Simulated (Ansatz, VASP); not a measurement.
**Mo in VASP and in Ansatz**

```
Mo
1.0
     2.73737    0.00000    0.00000
    -0.91246    2.58081    0.00000
     0.00000    0.00000   17.75300
Mo
5
Direct
  0.00000 0.00000 0.25348
  0.50000 0.50000 0.37338
  0.00000 0.00000 0.50000
  0.50000 0.50000 0.62662
  0.00000 0.00000 0.74652
```

Alike in both runs: task single point; functional PBE; k mesh 13 × 13 × 1; occupations fermi-dirac, width 0.1 eV; no spin polarisation.

|  | VASP | Ansatz |
| --- | --- | --- |
| version | VASP 6.6.1 | Ansatz 0.2.0 |
| potentials or method | VASP PAW PBE potentials, release 64 (Mo_sv) | PAW with Ansatz's default frozen-core files, scalar-relativistic |
| plane-wave cutoff (eV) | 520 | 420 |
| valence electrons in the cell | 70 | 70 |

|  | VASP | Ansatz | Ansatz less VASP |
| --- | --- | --- | --- |
| rms of the force components (eV/Å) | 0.011 | 0.001 | -0.0105 |

Atom by atom the forces differ by 0.011 eV/Å (rms over components). Ansatz's warnings: vacuum density over bound.
